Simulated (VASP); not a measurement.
**LiLu: single point with PBE**

LiLu:

```
Li Lu
1.0
     0.00000    2.41468    2.41468
     2.41468    0.00000    2.41468
     2.41468    2.41468    0.00000
Li Lu
1 1
Direct
  0.50000 0.50000 0.50000
  0.00000 0.00000 0.00000
```

```yaml
Program: VASP 6.6.1
Task: single point
Functional: PBE
Potentials_or_basis: VASP PAW PBE potentials, release 64 (Li_sv, Lu)
Cutoff: 520 eV
k_mesh: 6 × 6 × 6
Occupations: gaussian, width 0.1 eV
Spin: no spin polarisation
```

The band gap on the k mesh is zero (band 14 reaches 6.08 eV, above the bottom of band 15 at 3.89 eV).

Levels at points of the mesh, in eV from the Fermi level:
```tsv
k point	band 11	band 12	band 13	band 14	band 15	band 16	band 17	band 18
(0.00, 0.00, 0.00)	-4.47	-4.47	-4.47	1.86	1.86	1.86	4.06	4.06
(0.50, 0.00, 0.00)	-4.49	-4.46	-4.11	0.34	0.34	1.01	6.30	6.30
(0.50, 0.50, 0.00)	-4.53	-4.47	-1.51	-1.39	0.19	5.17	5.17	6.05
```

Run time: 8.1 s on 1 thread of Intel(R) Xeon(R) 6975P-C (Granite Rapids) (shared host), peak memory 0.17 GiB.

Caveat: the k points lie up to 0.38 Å⁻¹ apart; spin-orbit coupling is left out, which moves the levels of the heavy elements.
